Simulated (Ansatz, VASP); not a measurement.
## Two plane-wave programs on Mg3ZnTe4

```
Mg Zn Te
1.0
     6.43492   -0.00491    0.00817
    -0.00473    6.42721    0.00391
     0.00802    0.00370    6.43145
Mg Zn Te
3 1 4
Cartesian
  3.2174 0.0018 -0.0001
  0.0054 0.0006 3.2233
  -0.0037 3.2160 0.0042
  3.2193 3.2128 3.2144
  1.6551 4.7736 1.6615
  1.6625 1.6595 4.7766
  4.7762 4.7670 4.7859
  4.7825 1.6467 1.6647
```

Change from the starting cell: cell x1, atoms moved at random (sigma 0.05 Å) and cell strained at random (1.5 %), then relaxed without symmetry.

Alike in both runs: functional PBE; k mesh 2 × 2 × 2; occupations gaussian, width 0.1 eV; no spin polarisation.

Ansatz relaxed the structure, and its values are those at the end. VASP's run is a single point on that final structure, the one shown.

```csv
,VASP,Ansatz
version,VASP 6.6.1,Ansatz 0.2.0
potentials or method,"VASP PAW PBE potentials, release 64 (Mg, Zn, Te), cutoff 520 eV","scalar-relativistic, plane waves, PAW"
valence electrons in the cell,42,106
```

```tsv
	VASP	Ansatz	Ansatz less VASP
gap on the k mesh at the Fermi level (eV)	1.78	1.79	+0.007
least direct gap on the mesh (eV)	1.78	1.79	+0.007
pressure (GPa)	0.1	0.1	0.00
rms of the force components (eV/Å)	0.011	0.008	-0.0028
```

VASP's potentials hold 42 valence electrons a cell and Ansatz's 106, so a difference there can come from the potentials and not from the codes.

The k mesh is coarse, so the values compare programs but aren't converged. Neither program's run includes spin-orbit coupling.
